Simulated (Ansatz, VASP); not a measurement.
MgO in VASP and in Ansatz

```
CELL_PARAMETERS angstrom
0.09356 2.09083 2.09083
2.09083 0.09356 2.09083
2.09083 2.09083 0.09356
ATOMIC_POSITIONS crystal
Mg 0.00000 0.00000 0.00000
O 0.50000 0.50000 0.50000
```

Change from the starting cell: epitaxial_111 strain -5.0%.

Alike in both runs: task single point; functional r2SCAN; k mesh 10 × 10 × 10; no spin polarisation.

|  | VASP | Ansatz |
| --- | --- | --- |
| version | VASP 6.6.1 | Ansatz 0.2.0 |
| potentials or method | VASP PAW PBE potentials, release 64 (Mg, O) | plane waves, PAW |
| plane-wave cutoff (eV) | 520 | 500 |
| occupations | gaussian, width 0.01 eV | fixed |
| valence electrons in the cell | 8 | 16 |

|  | VASP | Ansatz | Ansatz less VASP |
| --- | --- | --- | --- |
| gap on the k mesh at the Fermi level (eV) | 6.27 | 6.29 | +0.026 |
| pressure (GPa) | 15.9 | 17.1 | +1.14 |
| traceless stress, the component that is largest in VASP (GPa) | -8.62 | -8.56 | +0.060 |

VASP's potentials were made for PBE, not for r2SCAN. VASP's potentials hold 8 valence electrons a cell and Ansatz's 16, so a difference there can come from the potentials and not from the codes.
